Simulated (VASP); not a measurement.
Input of a VASP 6.6.1 run:

File INCAR:

```
SYSTEM = Cd
PREC     = Accurate       ! precision mode
ENCUT    = 520            ! plane-wave cutoff, eV
EDIFF    = 1E-7           ! SCF threshold, eV
ISMEAR   = 0              ! smearing method
SIGMA    = 0.1            ! smearing width, eV
LREAL    = .FALSE.        ! projectors in reciprocal space
LASPH    = .TRUE.         ! aspherical terms in the spheres
NELM     = 60             ! most SCF steps
ALGO     = Fast           ! electronic algorithm
ISIF     = 2              ! what is computed and relaxed
LWAVE    = .FALSE.        ! write WAVECAR
LCHARG   = .FALSE.        ! write CHGCAR
GGA      = PE             ! functional
NBANDS   = 19             ! bands
```

KPOINTS

```
Automatic mesh
0
G
  21 21 10
  0 0 0
```

File POSCAR:

```
Cd
1.0
    3.0148489692      0.0000000000      0.0000000000
   -1.5074244846      2.6109357959      0.0000000000
    0.0000000000      0.0000000000      5.8276450431
Cd
2
Direct
    0.3333333333      0.6666666667      0.2500000000
    0.6666666667      0.3333333333      0.7500000000
```

Potentials or basis: VASP PAW PBE potentials, release 64 (Cd).

Run with:

```console
$ cat potpaw_PBE.64/Cd/POTCAR > POTCAR
$ mpirun -np 1 vasp_std > vasp.out
```

Problem. Predict the pressure.

Solution. 0.3 GPa.

Problem. What does it give for the band gap on the k mesh?

Solution. Zero (bands 12 and 13 overlap by 4.25 eV).

Stress tensor (GPa, compression positive):
```
0.38 0.00 0.00
0.00 0.38 0.00
0.00 0.00 0.11
```
